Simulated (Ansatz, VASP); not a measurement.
One calculation of NbTe8Mo3, two programs

INCAR

```
SYSTEM = NbTe8Mo3
PREC = Accurate
ENCUT = 520
EDIFF = 1E-6
ISMEAR = 0
SIGMA = 0.1
LREAL = .FALSE.
LASPH = .TRUE.
NELM = 80
ALGO = Normal
ISIF = 2
LWAVE = .FALSE.
LCHARG = .TRUE.
GGA = PE
LELF = .TRUE.
LVHAR = .TRUE.
NBANDS = 64
```

KPOINTS

```
Automatic mesh
0
G
  6 6 1
  0 0 0
```

File POSCAR:

```
NbTe8Mo3
1.0
    3.5900392000      0.0000000000      0.0000000000
   -1.7950196000      3.1090652000      0.0000000000
    0.0000000000      0.0000000000     29.9914336000
Nb Te Mo
1 8 3
Direct
    0.6666667000      0.3333333000      0.5000000000
    0.3333333000      0.6666667000      0.9401130000
    0.3333333000      0.6666667000      0.4372800000
    0.6666667000      0.3333333000      0.6890220000
    0.6666667000      0.3333333000      0.1912070000
    0.3333333000      0.6666667000      0.0598870000
    0.3333333000      0.6666667000      0.5627200000
    0.6666667000      0.3333333000      0.8087930000
    0.6666667000      0.3333333000      0.3109780000
    0.3333333000      0.6666667000      0.7488940000
    0.3333333000      0.6666667000      0.2511060000
    0.6666667000      0.3333333000      0.0000000000
```

Input for Ansatz:

```yaml
crystal:
  lattice:
    - [3.5900392, 0.0, 0.0]
    - [-1.7950196, 3.1090652, 0.0]
    - [0.0, 0.0, 29.9914336]
  atoms:
    - { symbol: Nb, position: [0.6666667, 0.3333333, 0.5] }
    - { symbol: Te, position: [0.3333333, 0.6666667, 0.940113] }
    - { symbol: Te, position: [0.3333333, 0.6666667, 0.43728] }
    - { symbol: Te, position: [0.6666667, 0.3333333, 0.689022] }
    - { symbol: Te, position: [0.6666667, 0.3333333, 0.191207] }
    - { symbol: Te, position: [0.3333333, 0.6666667, 0.059887] }
    - { symbol: Te, position: [0.3333333, 0.6666667, 0.56272] }
    - { symbol: Te, position: [0.6666667, 0.3333333, 0.808793] }
    - { symbol: Te, position: [0.6666667, 0.3333333, 0.310978] }
    - { symbol: Mo, position: [0.3333333, 0.6666667, 0.748894] }
    - { symbol: Mo, position: [0.3333333, 0.6666667, 0.251106] }
    - { symbol: Mo, position: [0.6666667, 0.3333333, 0.0] }
basis:
  ecutwfc: 420
kpoints:
  mp_grid: { grid: [6, 6, 1] }
hamiltonian:
  xc: pbe
scf:
  occupations: { method: gaussian, width: 0.1 }
  lower_state_search: "off"
output:
  forces: true
  stress: true
  eigenvalues: true
```

Alike in both runs: task single point; functional PBE; k mesh 6 × 6 × 1; occupations gaussian, width 0.1 eV; no spin polarisation.

|  | VASP | Ansatz |
| --- | --- | --- |
| version | VASP 6.6.1 | Ansatz 0.2.0 |
| potentials or method | VASP PAW PBE potentials, release 64 (Nb_sv, Te, Mo_sv), cutoff 520 eV | scalar-relativistic, plane waves, PAW |
| valence electrons in the cell | 103 | 183 |

```csv
,VASP,Ansatz,Ansatz less VASP
gap on the k mesh at the Fermi level (eV),none,none,-
pressure (GPa),0.0,0.0,+0.02
"traceless stress, the component that is largest in VASP (GPa)",0.05,0.01,-0.041
rms of the force components (eV/Å),0.006,0.001,-0.0051
```

Atom by atom the forces differ by 0.006 eV/Å (rms over components). A gap of «none» marks a metal or a gap that the smearing closes. VASP's potentials hold 103 valence electrons a cell and Ansatz's 183, so a difference there can come from the potentials and not from the codes.

Spin-orbit coupling is off throughout.
